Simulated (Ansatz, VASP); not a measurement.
Two plane-wave programs on B

```xyz
6
Lattice="2.8911 0.0000 0.0000 -1.4456 2.5038 0.0000 0.0000 0.0000 5.3160" Properties=species:S:1:pos:R:3 pbc="T T T"
B     0.0000    0.0000    0.0000
B     0.0000    1.6692    0.8487
B     1.4456    0.8346    1.8298
B     0.0000    1.6692    2.6580
B     1.4456    0.8346    3.4862
B     0.0000    1.6692    4.4673
```

Alike in both runs: functional PBE; k mesh 6 × 6 × 4; occupations gaussian, width 0.1 eV; no spin polarisation.

Ansatz relaxed the structure, and its values are those at the end. VASP's run is a single point on that final structure, the one shown.

```csv
,VASP,Ansatz
version,VASP 6.6.1,Ansatz 0.2.0
potentials or method,"VASP PAW PBE potentials, release 64 (B), cutoff 520 eV","scalar-relativistic, plane waves, PAW"
valence electrons in the cell,18,18
```

VASP gave:

- gap on the k mesh at the Fermi level (eV): none
- pressure (GPa): 0.0
- rms of the force components (eV/Å): 0.008

Problem. Estimate Ansatz's values.

Solution. gap on the k mesh at the Fermi level (eV): none; pressure (GPa): 0.0; rms of the force components (eV/Å): 0.013.

A gap of «none» marks a metal or a gap that the smearing closes.

The k mesh is coarse, so the values compare programs but aren't converged.
